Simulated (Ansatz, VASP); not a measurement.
**ZnS in VASP and in Ansatz**

```
Zn S
1.0
     3.88574    0.00000    0.00000
    -1.94287    3.36515    0.00000
     0.00000    0.00000    6.35627
Zn S
2 2
Direct
  0.33333 0.66667 0.00000
  0.66667 0.33333 0.50000
  0.33333 0.66667 0.38500
  0.66667 0.33333 0.88500
```

Change from the starting cell: volume scaled by 1.06.

Alike in both runs: task single point; functional PBEsol; k mesh 8 × 8 × 5; occupations fermi-dirac, width 0.03 eV; no spin polarisation.

|  | VASP | Ansatz |
| --- | --- | --- |
| version | VASP 6.6.1 | Ansatz 0.2.0 |
| potentials or method | VASP PAW PBE potentials, release 64 (Zn, S), cutoff 520 eV | all-electron LAPW, scalar-relativistic |

Ansatz gave:

| Item | Value |
| --- | --- |
| gap on the k mesh at the Fermi level (eV) | 1.85 |
| pressure (GPa) | -5.0 |
| traceless stress, the component that is largest in VASP (GPa) | -0.70 |
| rms of the force components (eV/Å) | 0.139 |

Which values does VASP return?

gap on the k mesh at the Fermi level (eV): 1.85; pressure (GPa): -4.9; traceless stress, the component that is largest in VASP (GPa): -0.72; rms of the force components (eV/Å): 0.141.

VASP's potentials were made for PBE, not for PBEsol. Atom by atom the forces differ by 0.001 eV/Å (rms over components). Ansatz ran all-electron here, and VASP with PAW potentials.
